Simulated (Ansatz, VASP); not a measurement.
## One calculation of Si, two programs

INCAR

```
PREC = Accurate
ENCUT = 520
EDIFF = 1E-6
ISMEAR = 0
SIGMA = 0.05
LREAL = F
LASPH = T
NELM = 60
ALGO = Normal
ISIF = 2
LWAVE = F
LCHARG = F
GGA = PE
NBANDS = 26
```

File KPOINTS:

```
regular mesh
0
Gamma
  6 6 6
```

The input POSCAR:

```
Si
1.0
    5.4697623882      0.0000000000      0.0000000000
    0.0000000000     -5.4697623882      0.0000000000
    0.0000000000      0.0000000000     -5.4697623882
Si
8
Direct
    0.5000000000      1.0000000000      1.0000000000
    0.0000000000      0.5000000000      1.0000000000
    0.0000000000      1.0000000000      0.5000000000
    0.5000000000      0.5000000000      0.5000000000
    0.7500000000      0.7500000000      0.7500000000
    0.2500000000      0.2500000000      0.7500000000
    0.2500000000      0.7500000000      0.2500000000
    0.7500000000      0.2500000000      0.2500000000
```

Input for Ansatz:

```yaml
crystal:
  lattice:
    - [5.4697623842, 0.0, 0.0]
    - [0.0, -5.4697623842, 0.0]
    - [0.0, 0.0, -5.4697623842]
  atoms:
    - { symbol: Si, position: [0.5, 0.0, 0.0] }
    - { symbol: Si, position: [0.0, 0.5, 0.0] }
    - { symbol: Si, position: [0.0, 0.0, 0.5] }
    - { symbol: Si, position: [0.5, 0.5, 0.5] }
    - { symbol: Si, position: [0.75, 0.75, 0.75] }
    - { symbol: Si, position: [0.25, 0.25, 0.75] }
    - { symbol: Si, position: [0.25, 0.75, 0.25] }
    - { symbol: Si, position: [0.75, 0.25, 0.25] }
basis:
  ecutwfc: 420
kpoints:
  mp_grid: { grid: [6, 6, 6] }
hamiltonian:
  xc: pbe
scf:
  occupations: { method: gaussian, width: 0.05 }
output:
  forces: true
  stress: true
  eigenvalues: true
  write_density: true
  write_potential: true
  elf: true
  volumetric_format: npy
```

Alike in both runs: task single point; functional PBE; k mesh 6 × 6 × 6; occupations gaussian, width 0.05 eV; no spin polarisation.

```csv
,VASP,Ansatz
version,VASP 6.6.1,Ansatz 0.2.0
potentials or method,"VASP PAW PBE potentials, release 64 (Si), cutoff 520 eV","scalar-relativistic, plane waves, PAW"
valence electrons in the cell,32,32
```

```tsv
	VASP	Ansatz	Ansatz less VASP
gap on the k mesh at the Fermi level (eV)	0.61	0.61	-0.002
least direct gap on the mesh (eV)	0.75	0.75	-0.002
pressure (GPa)	-0.1	0.0	+0.08
```

The functional is the same, so the differences come from potentials, cutoffs and numerics.
